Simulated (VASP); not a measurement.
# Ni3Ge (Pm-3m) in VASP: single point with LDA

Aim: the single point of Ni3Ge with LDA.

Program: VASP 6.6.1. These are calculated values, not measurements. Logs are shortened: lines on timing, memory, paths and dates and some standing lists are left out, and cuts for length are marked.

### 1 The cell of the first run

It takes space group Pm-3m (No. 221, cubic). The conventional cell has a = 3.530 Å, b = 3.530 Å, c = 3.530 Å, α = 90.00°, β = 90.00°, γ = 90.00°. Within 3.3 Å of Ni (site symmetry 4/mmm) lie 8 Ni at 2.50 Å and 4 Ge at 2.50 Å. Within 3.3 Å of Ge (site symmetry m-3m) lie 12 Ni at 2.50 Å.

### 2 Single point, LDA

INCAR reads:

```
SYSTEM = Ni3Ge
ALGO     = Normal         ! electronic algorithm
EDIFF    = 1E-7           ! SCF threshold, eV
ENCUT    = 520            ! plane-wave cutoff, eV
ISIF     = 2              ! what is computed and relaxed
ISMEAR   = 0              ! smearing method
LASPH    = .True.         ! aspherical terms in the spheres
LCHARG   = .False.        ! write CHGCAR
LREAL    = .False.        ! projectors in reciprocal space
LWAVE    = .False.        ! write WAVECAR
NBANDS   = 30             ! bands
NELM     = 60             ! most SCF steps
PREC     = Accurate       ! precision mode
SIGMA    = 0.1            ! smearing width, eV
```

KPOINTS reads:

```
k-points
0
Gamma
  12 12 12
  0 0 0
```

POSCAR reads:

```
Ni3Ge
1.0
    3.5303341067      0.0000000000      0.0000000000
    0.0000000000      3.5303341067      0.0000000000
    0.0000000000      0.0000000000      3.5303341067
Ni Ge
3 1
Direct
    0.5000000000      0.0000000000      0.5000000000
    0.0000000000      0.5000000000      0.5000000000
    0.5000000000      0.5000000000      0.0000000000
    0.0000000000      0.0000000000      0.0000000000
```

Potentials or basis: VASP PAW LDA potentials, release 64 (Ni, Ge_d).

Run with:

```console
$ cat potpaw_LDA.64/Ni/POTCAR potpaw_LDA.64/Ge_d/POTCAR > POTCAR
$ mpirun -np 1 vasp_std > vasp.out
```

OUTCAR:

```text
SYSTEM = Ni3Ge
   EDIFF = 1E-7
   ENCUT = 520
   ISIF = 2
   ISMEAR = 0
   LASPH = .True.
   LREAL = .False.
   NELM = 60
   PREC = Accurate

 ion  position               nearest neighbor table
   1  0.500  0.000  0.500-   2 2.50   3 2.50   4 2.50   3 2.50   4 2.50   2 2.50   3 2.50   3 2.50
                             2 2.50   4 2.50   4 2.50   2 2.50
   2  0.000  0.500  0.500-   1 2.50   3 2.50   4 2.50   3 2.50   4 2.50   1 2.50   4 2.50   4 2.50
                             1 2.50   3 2.50   3 2.50   1 2.50
   3  0.500  0.500  0.000-   1 2.50   2 2.50   4 2.50   1 2.50   2 2.50   1 2.50   4 2.50   1 2.50
                             2 2.50   4 2.50   2 2.50   4 2.50
   4  0.000  0.000  0.000-   1 2.50   2 2.50   3 2.50   1 2.50   2 2.50   2 2.50   3 2.50   2 2.50
                             1 2.50   3 2.50   1 2.50   3 2.50

  LATTYP: Found a simple cubic cell.
 ALAT       =     3.5303341067

  Lattice vectors:

 A1 = (   3.5303341067,   0.0000000000,   0.0000000000)
 A2 = (   0.0000000000,   3.5303341067,   0.0000000000)
 A3 = (   0.0000000000,   0.0000000000,   3.5303341067)

Analysis of symmetry for initial positions (statically):
=====================================================================
 Subroutine PRICEL returns:
 Original cell was already a primitive cell.

 Routine SETGRP: Setting up the symmetry group for a
 simple cubic supercell.

 Subroutine GETGRP returns: Found 48 space group operations
 (whereof 48 operations were pure point group operations)
 out of a pool of 48 trial point group operations.

The static configuration has the point symmetry O_h .

Analysis of symmetry for dynamics (positions and initial velocities):
=====================================================================
 Subroutine PRICEL returns:
 Original cell was already a primitive cell.

 Routine SETGRP: Setting up the symmetry group for a
 simple cubic supercell.

 Subroutine GETGRP returns: Found 48 space group operations
 (whereof 48 operations were pure point group operations)
 out of a pool of 48 trial point group operations.

The dynamic configuration has the point symmetry O_h .

 Subroutine INISYM returns: Found 48 space group operations
 (whereof 48 operations are pure point group operations),
 and found     1 'primitive' translations

----------------------------------------------------------------------------------------

                                     Primitive cell

  volume of cell :      43.9995
[... 93 lines left out ...]
   EDIFF  = 0.1E-06   stopping-criterion for ELM
   LREAL  =      F    real-space projection
   EDIFFG = 0.1E-05   stopping-criterion for IOM
   NSW    =      0    number of steps for IOM
   IBRION =     -1    ionic relax: 0-MD 1-quasi-New 2-CG
   NFREE  =      0    steps in history (QN), initial steepest desc. (CG)
   ISIF   =      2    stress and relaxation
   ISYM   =      2    0-nonsym 1-usesym 2-fastsym
   POTIM  = 0.5000    time-step for ionic-motion
   TEBEG  =    0.0;   TEEND  =   0.0 temperature during run
   PSTRESS=    0.0 pullay stress
   NELECT =      44.0000    total number of electrons
   NUPDOWN=      -1.0000    fix difference up-down
   EMIN   =  10.00;   EMAX   =-10.00  energy-range for DOS
   EFERMI =   0.00;   METHOD = LEGACY
   ISMEAR =     0;   SIGMA  =   0.10  broadening in eV -4-tet -1-fermi 0-gaus
   EFERMI_NEDOS =   21; number of points for ismear=-14 and -15
   IALGO  =     38    algorithm
   IMIX   =      4    mixing-type and parameters
     AMIX     =   0.40;   BMIX     =  1.00
     AMIX_MAG =   1.60;   BMIX_MAG =  1.00
  volume/ion in A,a.u.               =      11.00        74.23
  Fermi-wavevector in a.u.,A,eV,Ry     =   1.637105  3.093680 36.465156  2.680113
  Thomas-Fermi vector in A             =   2.728300
   LORBIT       =      0    0 simple, 1 ext, 2 COOP (PROOUT), +10 PAW based schemes
   GGA     = CA    functional components
   LHFCALC =     F    Hartree Fock is set to
   AEXX    =    0.0000 exact exchange contribution
   IVDW    =     0    specifies the selected vdW correction
   LEPSILON=     F    determine dielectric tensor
   LRPA    =     F    only Hartree local field effects (RPA)
 non-spin polarized calculation
 Gauss-broadening in eV      SIGMA  =   0.10
  energy-cutoff  :      520.00
  volume of cell :       44.00
 maximum number of plane-waves:      1213
 NGX is ok and might be reduce to    28
   NGX = 13   NGY = 13   NGZ = 13

 number of electron      43.9999972 magnetization

 Free energy of the ion-electron system (eV)
  ---------------------------------------------------
  ext. energy  EPLUGINS =         0.00000000
  ---------------------------------------------------
  free energy    TOTEN  =       -26.36867755 eV

  energy without entropy =      -26.35885697  energy(sigma->0) =      -26.36376726

 E-fermi :  10.0614     XC(G=0): -13.8229

 val. band max:       10.0475324857   @ k =   0.5000   0.5000   0.3333
 cond. band min:      10.0865455689   @ k =   0.0000   0.0000   0.0000
 fundamental gap:      0.0390130832
 Fermi energy:        10.0614247570

 k-point     1 :       0.0000    0.0000    0.0000
  band No.  band energies     occupation
      1     -14.6724      2.00000
      2     -14.6724      2.00000
      3     -14.6584      2.00000
      4     -14.6584      2.00000
      5     -14.6584      2.00000
      6      -2.4464      2.00000
[... 781 lines left out ...]
     29      19.9461      0.00000
     30      20.9617      0.00000

 [... further k-points ...]

------------------------ aborting loop because EDIFF is reached ----------------------------------------

  FORCE on cell =-STRESS in cart. coord.  units (eV):
  Direction    XX          YY          ZZ          XY          YZ          ZX
  --------------------------------------------------------------------------------------
  -------------------------------------------------------------------------------------
  Total       -2.0198473     -2.0198473     -2.0198473      0.0000000      0.0000000     -0.0000000
  in kB      -73.5498351    -73.5498351    -73.5498351      0.0000000      0.0000000     -0.0000000
  external PRESSURE =     -73.5498351 kB  Pullay stress =       0.0000000 kB

 VOLUME and BASIS-vectors are now :
 -----------------------------------------------------------------------------
  energy-cutoff  :      520.00
  volume of cell :       44.00
      direct lattice vectors                 reciprocal lattice vectors
     3.530334107  0.000000000  0.000000000     0.283259309  0.000000000  0.000000000
     0.000000000  3.530334107  0.000000000     0.000000000  0.283259309  0.000000000
     0.000000000  0.000000000  3.530334107     0.000000000  0.000000000  0.283259309

 POSITION                                       TOTAL-FORCE (eV/Angst)
 -----------------------------------------------------------------------------------
      1.76517      0.00000      1.76517         0.000000      0.000000      0.000000
      0.00000      1.76517      1.76517         0.000000      0.000000      0.000000
      1.76517      1.76517      0.00000         0.000000      0.000000      0.000000
      0.00000      0.00000      0.00000         0.000000      0.000000      0.000000
 -----------------------------------------------------------------------------------
    total drift:                                0.000000      0.000000      0.000000

  FREE ENERGIE OF THE ION-ELECTRON SYSTEM (eV)
  ---------------------------------------------------
  free  energy   TOTEN  =       -26.3686775455 eV

  energy  without entropy=      -26.3588569664  energy(sigma->0) =      -26.36376726
```

It took 2.1 min on 1 thread of Intel Xeon 8259CL, shared host; peak memory 0.21 GiB.

Results:

| Quantity | Value |
| --- | --- |
| Free energy | -26.3687 eV |
| Pressure | -7.4 GPa |
| Band gap on the k mesh | zero (bands 22 and 23 overlap by 0.23 eV) |

Levels at points of the mesh, in eV from the Fermi level:
```csv
k point,band 18,band 19,band 20,band 21,band 22,band 23,band 24,band 25,band 26,band 27
"(0.00, 0.00, 0.00)",-0.92,-0.57,-0.57,-0.28,0.03,0.03,0.03,3.92,6.96,6.96
"(0.50, 0.00, 0.00)",-1.31,-1.24,-1.14,-0.53,0.03,3.63,3.63,4.63,5.83,5.83
"(0.50, 0.50, 0.00)",-1.40,-1.18,-1.11,-0.94,-0.94,0.64,0.64,5.71,6.49,8.74
"(0.50, 0.50, 0.50)",-1.32,-1.17,-1.17,-0.44,-0.20,-0.20,-0.20,0.67,4.25,4.25
```

Caveat: the cell stands under tension.
